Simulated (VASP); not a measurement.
Wanted: the native input for a VASP 6.6.1 run.

| Quantity | Value |
| --- | --- |
| Task | single point |
| Functional | PBEsol |
| Potentials or basis | VASP PAW PBE potentials, release 64 (Mg, B) |
| Cutoff | 520 eV |
| k mesh | 16 × 16 × 12 |
| Occupations | fermi-dirac, width 0.1 eV |
| Spin | no spin polarisation |
| Dipole correction | no |
| Further INCAR settings | ALGO = Normal; EDIFF = 1e-06; NBANDS = 11 |

The structure of MgB2 lies in POSCAR:

```
MgB2
1.0
    3.0645010570      0.0000000000      0.0000000000
   -1.5322505285      2.6539357653      0.0000000000
    0.0000000000      0.0000000000      3.4965793458
Mg B
1 2
Direct
    0.0000000000      0.0000000000      0.0000000000
    0.3333333333      0.6666666667      0.5000000000
    0.6666666667      0.3333333333      0.5000000000
```

These files were run (other wordings do the same):

INCAR

```
SYSTEM = MgB2
ALGO = Normal
EDIFF = 1E-6
ENCUT = 520
GGA = PS
ISIF = 2
ISMEAR = -1
LASPH = .True.
LCHARG = .True.
LELF = .True.
LREAL = .False.
LVHAR = .True.
LWAVE = .False.
NBANDS = 11
NELM = 60
PREC = Accurate
SIGMA = 0.1
```

KPOINTS

```
k-points
0
Gamma
  16 16 12
  0 0 0
```

Potentials or basis: VASP PAW PBE potentials, release 64 (Mg, B).

Run with:

```sh
$ cat potpaw_PBE.64/Mg/POTCAR potpaw_PBE.64/B/POTCAR > POTCAR
$ mpirun -np 1 vasp_std > vasp.out
```

It gave:

- Pressure: 0.0 GPa
- Band gap on the k mesh: zero (bands 4 and 5 overlap by 3.05 eV)

Caveat: the PAW data sets were made with another functional, which shifts forces and pressure a little.

Wall time 65 s on 1 thread of Intel Xeon 8259CL, with other jobs on the host, peak memory 0.2 GiB.
